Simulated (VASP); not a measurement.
Input of a VASP 6.6.1 run:

The input POSCAR:

```
Sb2Pt
1.0
    0.0000000000      3.2990386217      3.2990386217
    3.2990386217      0.0000000000      3.2990386217
    3.2990386217      3.2990386217      0.0000000000
Sb Pt
2 1
Direct
    0.2500000000      0.2500000000      0.2500000000
    0.7500000000      0.7500000000      0.7500000000
    0.0000000000      0.0000000000      0.0000000000
```

File INCAR.step1:

```
SYSTEM = Sb2Pt
PREC     = Accurate       ! precision mode
ENCUT    = 520            ! plane-wave cutoff, eV
ISMEAR   = 0              ! smearing method
SIGMA    = 0.1            ! smearing width, eV
LREAL    = .False.        ! projectors in reciprocal space
LASPH    = .True.         ! aspherical terms in the spheres
NELM     = 100            ! most SCF steps
NBANDS   = 17             ! bands
GGA      = PE             ! functional
ALGO     = Normal         ! electronic algorithm
EDIFF    = 1E-4           ! SCF threshold, eV
LWAVE    = .True.         ! write WAVECAR
LCHARG   = .False.        ! write CHGCAR
```

File INCAR.step2:

```
SYSTEM = Sb2Pt
PREC     = Accurate       ! precision mode
ENCUT    = 520            ! plane-wave cutoff, eV
EDIFF    = 1E-6           ! SCF threshold, eV
ISMEAR   = 0              ! smearing method
SIGMA    = 0.1            ! smearing width, eV
LREAL    = .False.        ! projectors in reciprocal space
LASPH    = .True.         ! aspherical terms in the spheres
NELM     = 100            ! most SCF steps
ALGO     = Normal         ! electronic algorithm
ISIF     = 2              ! what is computed and relaxed
LWAVE    = .False.        ! write WAVECAR
LCHARG   = .False.        ! write CHGCAR
METAGGA  = R2SCAN         ! meta-GGA
LMIXTAU  = .True.       
NBANDS   = 17             ! bands
ISTART   = 1
```

File KPOINTS:

```
regular mesh
0
Gamma
  6 6 6
  0 0 0
```

Potentials or basis: VASP PAW PBE potentials, release 64 (Sb, Pt).

Run with:

```sh
$ cat potpaw_PBE.64/Sb/POTCAR potpaw_PBE.64/Pt/POTCAR > POTCAR
$ cp INCAR.step1 INCAR
$ mpirun -np 1 vasp_std > vasp.out
$ cp INCAR.step2 INCAR
$ mpirun -np 1 vasp_std > vasp.out
```

(1) What does it give for the pressure?

(2) Estimate the band gap on the k mesh.

Answers

(1) -0.2 GPa.

(2) zero (bands 10 and 11 overlap by 1.92 eV).

Caveat: the PAW data sets were made with another functional, which shifts forces and pressure a little; spin-orbit coupling is left out, which moves the levels of the heavy elements.
